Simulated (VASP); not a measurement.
Wanted: the native input for a VASP 6.6.1 run.

```
Task                   : single point
Functional             : LDA
Potentials or basis    : VASP PAW LDA potentials, release 64 (Na_pv, F)
Cutoff                 : 520 eV
k mesh                 : 10 × 10 × 10
Occupations            : fermi-dirac, width 0.02 eV
Spin                   : no spin polarisation
Dipole correction      : no
Further INCAR settings : ALGO = Normal; EDIFF = 1e-06; NBANDS = 14
```

The structure of NaF lies in POSCAR:

```
NaF
1.0
    0.0000000000      2.3233000000      2.3000670000
    2.3233000000      0.0000000000      2.3000670000
    2.3233000000      2.3233000000      0.0000000000
Na F
1 1
Direct
    0.0000000000      0.0000000000      0.0000000000
    0.5000000000      0.5000000000      0.5000000000
```

This cell differs from its parent crystal: zz strain of -1 %.

One way to write it, as run:

INCAR

```
ALGO = Normal
EDIFF = 1E-6
ENCUT = 520
GGA = CA
ISIF = 2
ISMEAR = -1
LASPH = True
LCHARG = False
LREAL = False
LWAVE = False
NBANDS = 14
NELM = 60
PREC = Accurate
SIGMA = 0.02
```

KPOINTS

```
k-points
0
Gamma
  10 10 10
```

Potentials or basis: VASP PAW LDA potentials, release 64 (Na_pv, F).

Launch:

```console
$ cat potpaw_LDA.64/Na_pv/POTCAR potpaw_LDA.64/F/POTCAR > POTCAR
$ mpirun -np 1 vasp_std > vasp.out
```

Results of the run:

- Pressure: -4.3 GPa
- Band gap on the k mesh: 5.96 eV, direct

Caveat: the cell differs from its parent crystal (zz strain of -1 %).

Wall time 11 s on 1 thread of Intel(R) Xeon(R) Platinum 8488C (Sapphire Rapids), with other jobs on the host, peak memory 0.14 GiB.
